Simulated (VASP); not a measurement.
In: relaxation of cell and atoms with PBE

Crystal: In.

```
CELL_PARAMETERS angstrom
5.28646 0.00000 0.00000
-2.64323 4.57821 0.00000
0.00000 0.00000 3.24060
ATOMIC_POSITIONS crystal
In 0.00000 0.00000 0.00000
In 0.33333 0.66667 0.50000
In 0.66667 0.33333 0.50000
```

| Property | Result |
| --- | --- |
| Program | VASP 6.6.1 |
| Task | relaxation of cell and atoms |
| Functional | PBE |
| Potentials or basis | VASP PAW PBE potentials, release 64 (In_d) |
| Cutoff | 600 eV |
| k mesh | 7 × 7 × 10 |
| Occupations | fermi-dirac, width 0.1 eV |
| Spin | no spin polarisation |
| Dipole correction | no |
| Further INCAR settings | ALGO = Normal; EDIFF = 1e-06; IBRION = 2; EDIFFG = -0.01; NSW = 80; ISIF = 3 |

```json
{
 "Relaxed volume": "27.92 Å³/atom",
 "Relaxed cell": "a = 5.383 Å, b = 5.383 Å, c = 3.337 Å, α = 90.00°, β = 90.00°, γ = 120.00°",
 "Space group after relaxing (to 0.05 Å)": "P6/mmm (No. 191)",
 "Energy gained by relaxing": "13.9 meV/atom",
 "Ionic steps": "8",
 "Pressure after relaxing": "0.0 GPa"
}
```

The path:
```csv
step,energy change (eV),largest force (eV/Å),pressure (GPa),volume (Å³)
1,0.0000,0.0000,2.64,78.43
2,-0.0409,0.0000,0.09,83.43
3,-0.0410,0.0000,-0.05,83.68
4,-0.0410,0.0000,0.04,83.57
5,-0.0414,0.0000,0.07,83.58
6,-0.0416,0.0000,0.09,83.59
7,-0.0416,0.0000,0.06,83.59
8,-0.0416,0.0000,-0.04,83.76
```

Final structure:
```xyz
3
Lattice="5.3833 0.0000 0.0000 -2.6916 4.6621 0.0000 0.0000 0.0000 3.3373" Properties=species:S:1:pos:R:3 pbc="T T T"
In    0.0000    0.0000    0.0000
In    0.0000    3.1080    1.6686
In    2.6916    1.5540    1.6686
```

Levels at points of the mesh, in eV from the Fermi level:
```csv
k point,band 16,band 17,band 18,band 19,band 20,band 21,band 22,band 23
"(0.00, 0.00, 0.00)",-9.16,-2.82,-2.59,-0.93,-0.93,-0.79,-0.79,4.41
"(0.00, 0.00, 0.50)",-5.97,-4.96,0.44,1.01,1.04,1.12,1.12,1.41
```

It used 340 s of CPU time on 1 thread of Intel Xeon 6975P-C (shared host).

Caveat: spin-orbit coupling is left out, which moves the levels of the heavy elements.
